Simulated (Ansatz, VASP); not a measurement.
# ZrH in VASP and in Ansatz

```
CELL_PARAMETERS angstrom
3.24279 -0.01621 -0.01621
-0.01621 3.24279 -0.01621
-0.02474 -0.02474 4.94800
ATOMIC_POSITIONS crystal
Zr 0.00000 0.50000 0.00000
Zr 0.50000 0.00000 0.50000
H 0.00000 0.00000 0.75000
H 0.00000 0.00000 0.25000
```

Change from the starting cell: equal xy, yz and zx shear strains of -1 %, PAW files.

Alike in both runs: task electric field gradients; functional PBEsol; k mesh 9 × 9 × 6; occupations fermi-dirac, width 0.02 eV; no spin polarisation.

|  | VASP | Ansatz |
| --- | --- | --- |
| version | VASP 6.6.1 | Ansatz 0.2.0 |
| potentials or method | VASP PAW PBE potentials, release 64 (Zr_sv, H) | PAW with Ansatz's default frozen-core files, scalar-relativistic |
| plane-wave cutoff (eV) | 520 | 420 |
| valence electrons in the cell | 26 | 26 |

|  | VASP | Ansatz | Ansatz less VASP |
| --- | --- | --- | --- |
| pressure (GPa) | -2.5 | -2.6 | -0.04 |
| traceless stress, the component that is largest in VASP (GPa) | 1.05 | 1.06 | +0.002 |
| rms of the force components (eV/Å) | 0.032 | 0.032 | -0.0001 |
| size of Vzz on the site where it differs most (V/Å²) | 78.6 | 75.8 | -2.80 |

VASP's potentials were made for PBE, not for PBEsol. Atom by atom the forces differ by 0.000 eV/Å (rms over components).
